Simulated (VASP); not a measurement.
# CoO (Fm-3m) in VASP: further runs, part 2 of 2

VASP 6.6.1. Earlier steps stand in the parts before.

### Step 3. Single point, PBEsol+D4, collinear spin, ferromagnetic start

This run uses another cell than the first one, of 8.97 Å³/atom.

Contents of INCAR:

```
PREC = Accurate ; ENCUT = 520
EDIFF = 1E-7 ; ISMEAR = -1
SIGMA = 0.05 ; LREAL = F
LASPH = T ; NELM = 150
ALGO = Normal ; ISIF = 2
LWAVE = F ; LCHARG = F
ISPIN = 2 ; MAGMOM = 2 0
LORBIT = 11 ; LMAXMIX = 4
GGA = PS ; IVDW = 13
NBANDS = 18
```

Contents of KPOINTS:

```
Automatic mesh
0
Gamma
  11 11 11
```

Contents of POSCAR:

```
CoO
1.0
    0.0000000000      2.0778808711      2.0778808711
    2.0778808711      0.0000000000      2.0778808711
    2.0778808711      2.0778808711      0.0000000000
Co O
1 1
Direct
    0.0000000000      0.0000000000      0.0000000000
    0.5000000000      0.5000000000      0.5000000000
```

Potentials or basis: VASP PAW PBE potentials, release 64 (Co, O).

Run with:

```console
cat potpaw_PBE.64/Co/POTCAR potpaw_PBE.64/O/POTCAR > POTCAR
mpirun -np 1 vasp_std > vasp.out
```

Wall time 41 s (1 thread of Intel Xeon 8259CL, shared host); peak memory 0.17 GiB.

Results (log left out):

```
Free energy                                           : -14.3360 eV
Pressure                                              : -0.9 GPa
Net moment                                            : 2.71 μB per cell
Site moments                                          : Co +2.40; O +0.27 μB
Valence electrons inside the program's atomic spheres : Co 7.95; O 4.98
Dispersion energy per atom                            : -0.166 eV
```

Levels at points of the mesh, in eV from the Fermi level:
Spin up:
| k point | band 7 | band 8 | band 9 | band 10 | band 11 | band 12 |
| --- | --- | --- | --- | --- | --- | --- |
| (0.00, 0.00, 0.00) | -3.17 | -3.17 | -3.17 | 1.26 | 16.79 | 18.52 |
Spin down:
| k point | band 2 | band 3 | band 4 | band 5 | band 6 | band 7 | band 8 | band 9 | band 10 | band 11 |
| --- | --- | --- | --- | --- | --- | --- | --- | --- | --- | --- |
| (0.00, 0.00, 0.00) | -3.03 | -3.03 | -3.03 | -1.28 | -1.28 | -1.28 | -0.28 | -0.28 | 1.77 | 16.75 |

Caveat: the PAW data sets were made with another functional, which shifts forces and pressure a little; a cell with one magnetic atom can't hold antiferromagnetic order, which such compounds often take; semilocal functionals often make such compounds metallic where correlation or magnetic order opens a gap, which also shifts bond lengths. With open d or f shells a metallic result of PBEsol can be an artefact of self-interaction; +U or a hybrid may open a gap.

### Step 4. Single point, PBEsol, collinear spin, ferromagnetic start

This run uses another cell than the first one, of 9.08 Å³/atom.

Contents of INCAR:

```
SYSTEM = CoO
PREC     = Accurate       ! precision mode
ENCUT    = 520            ! plane-wave cutoff, eV
EDIFF    = 1E-6           ! SCF threshold, eV
ISMEAR   = -1             ! smearing method
SIGMA    = 0.05           ! smearing width, eV
LREAL    = .FALSE.        ! projectors in reciprocal space
LASPH    = .TRUE.         ! aspherical terms in the spheres
NELM     = 150            ! most SCF steps
ALGO     = Normal         ! electronic algorithm
ISIF     = 2              ! what is computed and relaxed
LWAVE    = .FALSE.        ! write WAVECAR
LCHARG   = .FALSE.        ! write CHGCAR
ISPIN    = 2              ! spin polarisation
MAGMOM   = 2 0            ! initial moments
LORBIT   = 11             ! projections on sites
LMAXMIX  = 4              ! l up to which the mixer works
GGA      = PS             ! functional
NBANDS   = 18             ! bands
```

Contents of KPOINTS:

```
Automatic mesh
0
G
  11 11 11
  0 0 0
```

Contents of POSCAR:

```
CoO
1.0
    0.0000000000      2.0858838926      2.0858838926
    2.0858838926      0.0000000000      2.0858838926
    2.0858838926      2.0858838926      0.0000000000
Co O
1 1
Direct
    0.0000000000      0.0000000000      0.0000000000
    0.5000000000      0.5000000000      0.5000000000
```

Run with:

```console
cat potpaw_PBE.64/Co/POTCAR potpaw_PBE.64/O/POTCAR > POTCAR
mpirun -np 1 vasp_std > vasp.out
```

It took 46 s on 1 thread of Intel Xeon 8259CL, shared host; peak memory 0.17 GiB.

Results (log left out):

| Quantity | Value |
| --- | --- |
| Free energy | -14.0045 eV |
| Pressure | -0.9 GPa |
| Net moment | 2.77 μB per cell |
| Site moments | Co +2.44; O +0.28 μB |
| Valence electrons inside the program's atomic spheres | Co 7.92; O 4.98 |

Levels at points of the mesh, in eV from the Fermi level:
Spin up:
```
           k point  band 5  band 6  band 7  band 8  band 9  band 10  band 11  band 12  band 13  band 14
(0.00, 0.00, 0.00)   -3.27   -3.27   -3.17   -3.17   -3.17     1.19    16.75    18.42    18.42    18.42
```
Spin down:
| k point | band 3 | band 4 | band 5 | band 6 | band 7 | band 8 | band 9 | band 10 |
| --- | --- | --- | --- | --- | --- | --- | --- | --- |
| (0.00, 0.00, 0.00) | -2.96 | -2.96 | -1.25 | -1.25 | -1.25 | -0.25 | -0.25 | 1.72 |

Caveat: the PAW data sets were made with another functional, which shifts forces and pressure a little; a cell with one magnetic atom can't hold antiferromagnetic order, which such compounds often take; semilocal functionals often make such compounds metallic where correlation or magnetic order opens a gap, which also shifts bond lengths.

### Step 5. Single point, PBEsol+D3(BJ), collinear spin, ferromagnetic start

This run uses another cell than the first one, of 9.61 Å³/atom.

Contents of INCAR:

```
PREC = Accurate
ENCUT = 520
EDIFF = 1E-6
ISMEAR = -1
SIGMA = 0.05
LREAL = False
LASPH = True
NELM = 150
ALGO = Normal
ISIF = 2
LWAVE = False
LCHARG = True
ISPIN = 2
MAGMOM = 2 0
LORBIT = 11
LMAXMIX = 4
GGA = PS
IVDW = 12
LELF = True
LVHAR = True
NBANDS = 18
```

Contents of KPOINTS:

```
regular mesh
0
Gamma
  11 11 11
```

Contents of POSCAR:

```
CoO
1.0
    0.0000000000      2.1259898839      2.1259898839
    2.1259898839      0.0000000000      2.1259898839
    2.1259898839      2.1259898839      0.0000000000
Co O
1 1
Direct
    0.0000000000      0.0000000000      0.0000000000
    0.5000000000      0.5000000000      0.5000000000
```

Run with:

```console
cat potpaw_PBE.64/Co/POTCAR potpaw_PBE.64/O/POTCAR > POTCAR
mpirun -np 1 vasp_std > vasp.out
```

Wall time 62 s (1 thread of Intel Xeon 8259CL, shared host); peak memory 0.18 GiB.

Results (log left out):

```
Free energy                                           : -14.4019 eV
Pressure                                              : -0.9 GPa
Net moment                                            : 2.92 μB per cell
Site moments                                          : Co +2.55; O +0.31 μB
Valence electrons inside the program's atomic spheres : Co 7.81; O 4.95
Dispersion energy per atom                            : -0.217 eV
```

Levels at points of the mesh, in eV from the Fermi level:
Spin up:
```tsv
k point	band 6	band 7	band 8	band 9	band 10	band 11	band 12	band 13
(0.00, 0.00, 0.00)	-3.25	-3.14	-3.14	-3.14	0.87	16.58	17.95	17.95
```
Spin down:
```csv
k point,band 2,band 3,band 4,band 5,band 6,band 7,band 8,band 9,band 10,band 11
"(0.00, 0.00, 0.00)",-2.64,-2.64,-2.64,-1.12,-1.12,-1.12,-0.14,-0.14,1.42,16.53
```

Caveat: the PAW data sets were made with another functional, which shifts forces and pressure a little; a cell with one magnetic atom can't hold antiferromagnetic order, which such compounds often take; semilocal functionals often make such compounds metallic where correlation or magnetic order opens a gap, which also shifts bond lengths. With open d or f shells a metallic result of PBEsol can be an artefact of self-interaction; +U or a hybrid may open a gap.

### Step 6. Single point, PBEsol+D3(BJ), collinear spin, ferromagnetic start

This run uses another cell than the first one, of 9.61 Å³/atom.

Contents of INCAR:

```
PREC = Accurate
ENCUT = 520
EDIFF = 1E-6
ISMEAR = -1
SIGMA = 0.05
LREAL = F
LASPH = T
NELM = 150
ALGO = Normal
ISIF = 2
LWAVE = F
LCHARG = T
ISPIN = 2
MAGMOM = 2 0
LORBIT = 11
LMAXMIX = 4
GGA = PS
IVDW = 12
LELF = T
LVHAR = T
NBANDS = 18
```

KPOINTS is that of step 5.

Contents of POSCAR:

```
CoO
1.0
    0.0000000000      2.1258680892      2.1258680892
    2.1258680892      0.0000000000      2.1258680892
    2.1258680892      2.1258680892      0.0000000000
Co O
1 1
Direct
    0.0000000000      0.0000000000      0.0000000000
    0.5000000000      0.5000000000      0.5000000000
```

Potentials or basis: VASP PAW PBE potentials, release 64 (Co, O).

Run with:

```console
cat potpaw_PBE.64/Co/POTCAR potpaw_PBE.64/O/POTCAR > POTCAR
mpirun -np 1 vasp_std > vasp.out
```

Wall time 64 s (1 thread of Intel Xeon 8259CL, shared host); peak memory 0.18 GiB.

It converged, with:

| Item | Value |
| --- | --- |
| Free energy | -14.4019 eV |
| Pressure | 0.4 GPa |
| Net moment | 2.92 μB per cell |
| Site moments | Co +2.55; O +0.31 μB |
| Valence electrons inside the program's atomic spheres | Co 7.81; O 4.95 |
| Dispersion energy per atom | -0.217 eV |

Levels at points of the mesh, in eV from the Fermi level:
Spin up:
```csv
k point,band 6,band 7,band 8,band 9,band 10,band 11,band 12,band 13
"(0.00, 0.00, 0.00)",-3.25,-3.14,-3.14,-3.14,0.87,16.58,17.96,17.96
```
Spin down:
| k point | band 4 | band 5 | band 6 | band 7 | band 8 | band 9 |
| --- | --- | --- | --- | --- | --- | --- |
| (0.00, 0.00, 0.00) | -2.64 | -1.12 | -1.12 | -1.12 | -0.14 | -0.14 |

Caveat: three body term missing; the PAW data sets were made with another functional, which shifts forces and pressure a little; a cell with one magnetic atom can't hold antiferromagnetic order, which such compounds often take; semilocal functionals often make such compounds metallic where correlation or magnetic order opens a gap, which also shifts bond lengths. With open d or f shells a metallic result of PBEsol can be an artefact of self-interaction; +U or a hybrid may open a gap.

### Step 7. Overview

```csv
level,spin,cell,gap on the mesh (eV),pressure (GPa),moment (μB)
PBEsol,off,"a = 3.014 Å, angles 60.0°, 2 atoms",none,-28.4,-
PBEsol+D4,"collinear, ferromagnetic start","a = 2.939 Å, angles 60.0°, 2 atoms",none,-0.9,2.71
PBEsol,"collinear, ferromagnetic start","a = 2.950 Å, angles 60.0°, 2 atoms",none,-0.9,2.77
PBEsol+D3(BJ),"collinear, ferromagnetic start","a = 3.007 Å, angles 60.0°, 2 atoms",none,-0.9,2.92
PBEsol+D3(BJ),"collinear, ferromagnetic start","a = 3.006 Å, angles 60.0°, 2 atoms",none,0.4,2.92
```

Alike in all rows: task single point; potentials or basis VASP PAW PBE potentials, release 64 (Co, O); k mesh 11 × 11 × 11; cutoff (eV) 520; smearing fermi-dirac 0.05 eV.

Caveats: the PAW data sets were made with another functional, which shifts forces and pressure a little; semilocal functionals often make such compounds metallic where correlation or magnetic order opens a gap, which also shifts bond lengths; a cell with one magnetic atom can't hold antiferromagnetic order, which such compounds often take (at least some runs); the cell stands under tension (at least some runs); an odd number of electrons without spin polarisation forces a metal (at least some runs); a magnetic or distorted state may lie lower (at least some runs); three body term missing (at least some runs).

Total energies depend on the potentials used, so only differences within one code and one set of settings carry meaning.
